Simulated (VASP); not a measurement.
Runs of VASP 6.6.1 on Cu. The structure is that of space group P6_3/mmc (No. 194), or close to it. The cells are those of the table. This isn't the form of Cu at room conditions, which is fcc.

```csv
cell,k mesh,cutoff (eV),smearing,gap on the mesh (eV),pressure (GPa)
"a = 2.466, b = 2.466, c = 8.058 Å, angles 90.0, 90.0, 120.0°, 4 atoms",18 × 18 × 6,520,gaussian 0.1 eV,none,(a)
"a = 2.492, b = 2.492, c = 8.145 Å, angles 90.0, 90.0, 120.0°, 4 atoms",18 × 18 × 6,520,gaussian 0.1 eV,none,(b)
"a = 2.420, b = 2.420, c = 7.909 Å, angles 90.0, 90.0, 120.0°, 4 atoms",18 × 18 × 6,520,gaussian 0.1 eV,none,30.8
"a = 2.567, b = 2.567, c = 8.186 Å, angles 90.0, 90.0, 120.0°, 4 atoms",24 × 24 × 6,660,gaussian 0.1 eV,none,-2.7
"a = 2.529, b = 2.529, c = 8.264 Å, angles 90.0, 90.0, 120.0°, 4 atoms",18 × 18 × 4,520,gaussian 0.15 eV,none,0.7
```

Alike in all rows: task single point; level r2SCAN; potentials or basis VASP PAW PBE potentials, release 64 (Cu); no spin polarisation.

Fill in the values left out.

(a) 15.7; (b) 8.7.

Caveats: the PAW data sets were made with another functional, which shifts forces and pressure a little; the cell stands under pressure (at least some runs).

A gap of «none» marks levels without a gap at the run's occupations.
